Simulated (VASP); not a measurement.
# NaCl (Fm-3m) in VASP: a series of runs, part 2 of 2

VASP 6.6.1. The steps go on from the part before.

## (3) Relaxation of cell and atoms, r2SCAN, target pressure 12 GPa, at which the enthalpy is minimised

The input, POSCAR:

```
NaCl
1.0
    0.0000000000      2.5842125355      2.5842125355
    2.5842125355      0.0000000000      2.5842125355
    2.5842125355      2.5842125355      0.0000000000
Na Cl
1 1
Direct
    0.0000000000      0.0000000000      0.0000000000
    0.5000000000      0.5000000000      0.5000000000
```

The input, INCAR.step1:

```
ALGO = Normal
EDIFF = 1E-4
ENCUT = 600
GGA = PE
ISMEAR = 0
LASPH = True
LCHARG = False
LREAL = False
LWAVE = True
NELM = 100
PREC = Accurate
SIGMA = 0.1
```

The input, INCAR.step2:

```
ALGO = Normal
EDIFF = 1E-6
EDIFFG = -0.05
ENCUT = 600
IBRION = 2
ISIF = 3
ISMEAR = 0
ISTART = 1
LASPH = True
LCHARG = False
LMIXTAU = True
LREAL = False
LWAVE = False
METAGGA = R2SCAN
NELM = 100
NSW = 80
PREC = Accurate
PSTRESS = 120.0
SIGMA = 0.1
```

The input, KPOINTS:

```
k-points
0
Gamma
  6 6 6
```

Potentials or basis: VASP PAW PBE potentials, release 64 (Na_pv, Cl).

Command:

```bash
$ cat potpaw_PBE.64/Na_pv/POTCAR potpaw_PBE.64/Cl/POTCAR > POTCAR
$ cp INCAR.step1 INCAR
$ mpirun -np 1 vasp_std > vasp.out
$ cp INCAR.step2 INCAR
$ mpirun -np 1 vasp_std > vasp.out
```

OUTCAR:

```text
EDIFF = 1E-6
   EDIFFG = -0.05
   ENCUT = 600
   IBRION = 2
   ISIF = 3
   ISMEAR = 0
   ISTART = 1
   LASPH = True
   LREAL = False
   METAGGA = R2SCAN
   NELM = 100
   NSW = 80
   PREC = Accurate
   PSTRESS = 120.0

 ion  position               nearest neighbor table
   1  0.000  0.000  0.000-   2 2.58   2 2.58   2 2.58   2 2.58   2 2.58   2 2.58
   2  0.500  0.500  0.500-   1 2.58   1 2.58   1 2.58   1 2.58   1 2.58   1 2.58

  LATTYP: Found a face centered cubic cell.
 ALAT       =     5.1684250710

  Lattice vectors:

 A1 = (   0.0000000000,   2.5842125355,   2.5842125355)
 A2 = (   2.5842125355,   0.0000000000,   2.5842125355)
 A3 = (   2.5842125355,   2.5842125355,   0.0000000000)

Analysis of symmetry for initial positions (statically):
=====================================================================
 Subroutine PRICEL returns:
 Original cell was already a primitive cell.

 Routine SETGRP: Setting up the symmetry group for a
 face centered cubic supercell.

 Subroutine GETGRP returns: Found 48 space group operations
 (whereof 48 operations were pure point group operations)
 out of a pool of 48 trial point group operations.

The static configuration has the point symmetry O_h .

Analysis of symmetry for dynamics (positions and initial velocities):
=====================================================================
 Subroutine PRICEL returns:
 Original cell was already a primitive cell.

 Routine SETGRP: Setting up the symmetry group for a
 face centered cubic supercell.

 Subroutine GETGRP returns: Found 48 space group operations
 (whereof 48 operations were pure point group operations)
 out of a pool of 48 trial point group operations.

The dynamic configuration has the point symmetry O_h .

 Subroutine INISYM returns: Found 48 space group operations
 (whereof 48 operations are pure point group operations),
 and found     1 'primitive' translations

----------------------------------------------------------------------------------------

[... 114 lines left out ...]
 conjugate gradient relaxation of ions
 non-spin polarized calculation
 Gauss-broadening in eV      SIGMA  =   0.10
  energy-cutoff  :      600.00
  volume of cell :       34.52
 maximum number of plane-waves:      1167
 NGX is ok and might be reduce to    30
   NGX = 15   NGY = 15   NGZ = 15

 number of electron      13.9999997 magnetization

 Free energy of the ion-electron system (eV)
  ---------------------------------------------------
  ext. energy  EPLUGINS =         0.00000000
  ---------------------------------------------------
  free energy    TOTEN  =       -13.52606626 eV

  energy without entropy =      -13.52606626  energy(sigma->0) =      -13.52606626

 E-fermi :   1.1518     XC(G=0):  -9.9239

 val. band max:        0.6601444271   @ k =   0.0000   0.0000   0.0000
 cond. band min:       7.9089655046   @ k =   0.0000   0.0000   0.0000
 fundamental gap:      7.2488210775
 Fermi energy:         1.1517653348

 k-point     1 :       0.0000    0.0000    0.0000
  band No.  band energies     occupation
      1     -20.5283      2.00000
      2     -20.5279      2.00000
      3     -20.5279      2.00000
      4     -13.3377      2.00000
      5       0.6601      2.00000
      6       0.6601      2.00000
      7       0.6601      2.00000
      8       7.9090      0.00000
      9      12.5440      0.00000
     10      12.5440      0.00000
     11      12.5440      0.00000
[... 197 lines left out ...]
 k-point    16 :      -0.3333    0.5000    0.1667
  band No.  band energies     occupation
      1     -20.5769      2.00000
      2     -20.5594      2.00000
      3     -20.5581      2.00000
      4     -12.5278      2.00000
      5      -1.5283      2.00000
      6      -0.7530      2.00000
      7      -0.4556      2.00000
      8      10.2434      0.00000
      9      10.9215      0.00000
     10      13.1874      0.00000
     11      15.1195      0.00000

------------------------ aborting loop because EDIFF is reached ----------------------------------------

  FORCE on cell =-STRESS in cart. coord.  units (eV):
  Direction    XX          YY          ZZ          XY          YZ          ZX
  --------------------------------------------------------------------------------------
  -------------------------------------------------------------------------------------
  Total        2.5212356      2.5212356      2.5212356      0.0000000      0.0000000      0.0000000
  in kB      117.0332660    117.0332660    117.0332660      0.0000000      0.0000000      0.0000000
  external PRESSURE =      -2.9667340 kB  Pullay stress =     120.0000000 kB

 VOLUME and BASIS-vectors are now :
 -----------------------------------------------------------------------------
  energy-cutoff  :      600.00
  volume of cell :       34.52
      direct lattice vectors                 reciprocal lattice vectors
     0.000000000  2.584212535  2.584212535    -0.193482538  0.193482538  0.193482538
     2.584212535  0.000000000  2.584212535     0.193482538 -0.193482538  0.193482538
     2.584212535  2.584212535  0.000000000     0.193482538  0.193482538 -0.193482538

 POSITION                                       TOTAL-FORCE (eV/Angst)
 -----------------------------------------------------------------------------------
      0.00000      0.00000      0.00000        -0.000000      0.000000     -0.000000
      2.58421      2.58421      2.58421         0.000000     -0.000000      0.000000
 -----------------------------------------------------------------------------------
    total drift:                               -0.000000      0.000000      0.000000

  FREE ENERGIE OF THE ION-ELECTRON SYSTEM (eV)
  ---------------------------------------------------
  free  energy   TOTEN  =       -13.5260662580 eV

  energy  without entropy=      -13.5260662580  energy(sigma->0) =      -13.52606626

  enthalpy is  TOTEN    =       -10.9409186494 eV   P V=        2.5851476086

 reached required accuracy - stopping structural energy minimisation
```

OSZICAR.step1:

```text
N       E                     dE             d eps       ncg     rms          rms(c)
DAV:   1     0.102631326568E+03    0.10263E+03   -0.81170E+03   358   0.152E+03
DAV:   2     0.157114726396E+01   -0.10106E+03   -0.95869E+02   394   0.323E+02
DAV:   3    -0.638303016798E+01   -0.79542E+01   -0.78858E+01   429   0.843E+01
DAV:   4    -0.657663274947E+01   -0.19360E+00   -0.19345E+00   428   0.117E+01
DAV:   5    -0.658067376230E+01   -0.40410E-02   -0.40407E-02   446   0.174E+00    0.240E+00
DAV:   6    -0.641071262394E+01    0.16996E+00   -0.30373E-01   441   0.452E+00    0.185E+00
DAV:   7    -0.639554836762E+01    0.15164E-01   -0.93477E-02   406   0.252E+00    0.119E+00
DAV:   8    -0.639920295658E+01   -0.36546E-02   -0.71410E-03   388   0.107E+00    0.212E-01
DAV:   9    -0.639915434007E+01    0.48617E-04   -0.15241E-04   413   0.158E-01
   1 F= -.63991543E+01 E0= -.63991543E+01  d E =-.381945E-14
```

Run time: 64 s. Hardware: 1 thread of Intel Xeon 8259CL, shared host; peak memory 0.16 GiB.

Results:

- Free energy: -13.5261 eV
- Pressure after relaxing: 11.7 GPa
- Band gap on the k mesh: 7.25 eV

Final structure:
```
Na Cl
1.0
     0.00000    2.58421    2.58421
     2.58421    0.00000    2.58421
     2.58421    2.58421    0.00000
Na Cl
1 1
Direct
  0.00000 0.00000 0.00000
  0.50000 0.50000 0.50000
```

Levels at points of the mesh, in eV from the valence-band top:
| k point | band 5 | band 6 | band 7 | band 8 | band 9 | band 10 |
| --- | --- | --- | --- | --- | --- | --- |
| (0.00, 0.00, 0.00) | 0.00 | 0.00 | 0.00 | 7.25 | 11.88 | 11.88 |
| (0.50, 0.00, 0.00) | -2.88 | -0.48 | -0.48 | 8.39 | 12.34 | 12.34 |
| (0.50, 0.50, 0.00) | -2.51 | -0.91 | -0.91 | 8.22 | 9.19 | 14.40 |

Caveat: the relaxation stopped at its first step, so nothing moved; the cell is relaxed towards a set pressure, so the run minimises the enthalpy, not the energy; the PAW data sets were made with another functional, which shifts forces and pressure a little.

## (4) Relaxation of cell and atoms, r2SCAN, target pressure 12 GPa, at which the enthalpy is minimised

This run uses another cell than the first one, of 22.19 Å³/atom.

The input, POSCAR:

```
NaCl
1.0
    0.0000000000      2.8100000000      2.8100000000
    2.8100000000      0.0000000000      2.8100000000
    2.8100000000      2.8100000000      0.0000000000
Na Cl
1 1
Direct
    0.0000000000      0.0000000000      0.0000000000
    0.5000000000      0.5000000000      0.5000000000
```

INCAR.step1, as its differences from that of step 3:

```diff
@@ -9,3 +9,3 @@
 LWAVE = True
-NELM = 100
+NELM = 80
 PREC = Accurate
```

INCAR.step2, as its differences from that of step 3:

```diff
@@ -14,3 +14,3 @@
 METAGGA = R2SCAN
-NELM = 100
+NELM = 80
 NSW = 80
```

KPOINTS is that of step 3.

Command:

```bash
$ cat potpaw_PBE.64/Na_pv/POTCAR potpaw_PBE.64/Cl/POTCAR > POTCAR
$ cp INCAR.step1 INCAR
$ mpirun -np 1 vasp_std > vasp.out
$ cp INCAR.step2 INCAR
$ mpirun -np 1 vasp_std > vasp.out
```

Wall time 79 s (1 thread of Intel Xeon 8259CL, shared host); peak memory 0.19 GiB.

Results (log left out):

```yaml
Free_energy: -13.5097 eV
Relaxed_volume: 17.12 Å³/atom
Relaxed_cell: a = 3.645 Å, b = 3.645 Å, c = 3.645 Å, α = 60.00°, β = 60.00°, γ = 60.00°
Space_group_after_relaxing_to_0.1_Å: Fm-3m (No. 225)
Energy_change_on_relaxing_the_run_minimises_the_enthalpy: +140.4 meV/atom
Ionic_steps: 2
Pressure_after_relaxing: 12.1 GPa
Band_gap_on_the_k_mesh: 7.30 eV
```

Step by step:
```csv
step,energy change (eV),largest force (eV/Å),pressure (GPa),volume (Å³)
1,0.0000,0.0000,-0.39,44.38
2,0.2809,0.0000,12.08,34.24
```

Final structure:
```cif
data_structure
_symmetry_space_group_name_H-M 'P 1'
_symmetry_Int_Tables_number 1
_cell_length_a 3.6450
_cell_length_b 3.6450
_cell_length_c 3.6450
_cell_angle_alpha 60.000
_cell_angle_beta 60.000
_cell_angle_gamma 60.000
_cell_volume 34.24
loop_
_atom_site_label
_atom_site_type_symbol
_atom_site_fract_x
_atom_site_fract_y
_atom_site_fract_z
_atom_site_occupancy
Na1 Na 0.00000 0.00000 0.00000 1
Cl1 Cl 0.50000 0.50000 0.50000 1
```

Levels at points of the mesh, in eV from the valence-band top:
| k point | band 5 | band 6 | band 7 | band 8 | band 9 | band 10 |
| --- | --- | --- | --- | --- | --- | --- |
| (0.00, 0.00, 0.00) | 0.00 | 0.00 | 0.00 | 7.30 | 11.89 | 11.89 |
| (0.50, 0.00, 0.00) | -2.91 | -0.49 | -0.49 | 8.40 | 12.36 | 12.36 |
| (0.50, 0.50, 0.00) | -2.53 | -0.92 | -0.92 | 8.21 | 9.21 | 14.47 |

Caveat: the cell is relaxed towards a set pressure, so the run minimises the enthalpy, not the energy; the volume moved by over 15 % at a fixed basis, so the end points are rough; the PAW data sets were made with another functional, which shifts forces and pressure a little.

## (5) Relaxation of cell and atoms, r2SCAN, target pressure 12 GPa, at which the enthalpy is minimised

The input, POSCAR:

```
NaCl
1.0
    0.0000000000      2.5842125355      2.5842125355
    2.5842125355      0.0000000000      2.5842125355
    2.5842125355      2.5842125355      0.0000000000
Na Cl
1 1
Direct
    0.0000000000      0.0000000000      0.0000000000
    0.5000000000      0.5000000000      0.5000000000
```

The input, INCAR.step1:

```
SYSTEM = NaCl
PREC = Accurate ; ENCUT = 600
ISMEAR = 0 ; SIGMA = 0.01
LREAL = .FALSE. ; LASPH = .TRUE.
NELM = 80 ; GGA = PE
ALGO = Normal ; EDIFF = 1E-4
LWAVE = .TRUE. ; LCHARG = .FALSE.
```

The input, INCAR.step2:

```
SYSTEM = NaCl
PREC = Accurate ; ENCUT = 600
EDIFF = 1E-7 ; ISMEAR = 0
SIGMA = 0.01 ; LREAL = .FALSE.
LASPH = .TRUE. ; NELM = 80
ALGO = Normal ; ISIF = 3
LWAVE = .FALSE. ; LCHARG = .FALSE.
METAGGA = R2SCAN ; LMIXTAU = .TRUE.
IBRION = 2 ; NSW = 80
EDIFFG = -0.002 ; PSTRESS = 120.0
ISTART = 1
```

The input, KPOINTS:

```
Automatic mesh
0
G
  8 8 8
  0 0 0
```

Command:

```bash
$ cat potpaw_PBE.64/Na_pv/POTCAR potpaw_PBE.64/Cl/POTCAR > POTCAR
$ cp INCAR.step1 INCAR
$ mpirun -np 1 vasp_std > vasp.out
$ cp INCAR.step2 INCAR
$ mpirun -np 1 vasp_std > vasp.out
```

Run time: 4.1 min. Hardware: 1 thread of Intel Xeon 8259CL, shared host; peak memory 0.17 GiB.

Results (log left out):

```yaml
Free_energy: -13.5161 eV
Relaxed_volume: 17.19 Å³/atom
Relaxed_cell: a = 3.650 Å, b = 3.650 Å, c = 3.650 Å, α = 60.00°, β = 60.00°, γ = 60.00°
Space_group_after_relaxing_to_0.1_Å: Fm-3m (No. 225)
Energy_change_on_relaxing_the_run_minimises_the_enthalpy: +5.0 meV/atom
Ionic_steps: 4
Pressure_after_relaxing: 12.0 GPa
Band_gap_on_the_k_mesh: 7.27 eV
```

Step by step:
```
step  energy change (eV)  largest force (eV/Å)  pressure (GPa)  volume (Å³)
   1              0.0000                0.0000           11.70        34.52
   2              0.0119                0.0000           12.06        34.35
   3              0.0112                0.0000           12.03        34.36
   4              0.0101                0.0000           12.00        34.38
```

Final structure:
```xyz
2
Lattice="0.0000 2.5808 2.5808 2.5808 0.0000 2.5808 2.5808 2.5808 0.0000" Properties=species:S:1:pos:R:3 pbc="T T T"
Na    0.0000    0.0000    0.0000
Cl    2.5808    2.5808    2.5808
```

Levels at points of the mesh, in eV from the valence-band top:
```csv
k point,band 5,band 6,band 7,band 8,band 9,band 10
"(0.00, 0.00, 0.00)",0.00,0.00,0.00,7.27,11.88,11.88
"(0.50, 0.00, 0.00)",-2.89,-0.48,-0.48,8.39,12.35,12.35
"(0.50, 0.50, 0.00)",-2.52,-0.92,-0.92,8.21,9.20,14.44
```

Caveat: the cell is relaxed towards a set pressure, so the run minimises the enthalpy, not the energy; the PAW data sets were made with another functional, which shifts forces and pressure a little.

## (6) Overview

| task | cell | k mesh | cutoff (eV) | smearing | gap on the mesh (eV) | pressure (GPa) |
| --- | --- | --- | --- | --- | --- | --- |
| single point | a = 3.655 Å, angles 60.0°, 2 atoms | 8 × 8 × 8 | 520 | gaussian 0.02 eV | 7.25 | 11.7 |
| relaxation of cell and atoms | relaxed to 12 GPa from a = 3.655 Å, angles 60.0°, 2 atoms | 6 × 6 × 6 | 600 | gaussian 0.1 eV | 7.25 | 11.7 |
| relaxation of cell and atoms | relaxed to 12 GPa from a = 3.974 Å, angles 60.0°, 2 atoms | 6 × 6 × 6 | 600 | gaussian 0.1 eV | 7.30 | 12.1 |
| relaxation of cell and atoms | relaxed to 12 GPa from a = 3.655 Å, angles 60.0°, 2 atoms | 8 × 8 × 8 | 600 | gaussian 0.01 eV | 7.27 | 12.0 |

Alike in all rows: level r2SCAN; potentials or basis VASP PAW PBE potentials, release 64 (Na_pv, Cl); no spin polarisation.

Caveats: the PAW data sets were made with another functional, which shifts forces and pressure a little; the cell is relaxed towards a set pressure, so the run minimises the enthalpy, not the energy (at least some runs); the cell stands under pressure (at least some runs); the relaxation stopped at its first step, so nothing moved (at least some runs); the volume moved by over 15 % at a fixed basis, so the end points are rough (at least some runs).

Absolute energies hang on the potentials; compare differences alone.
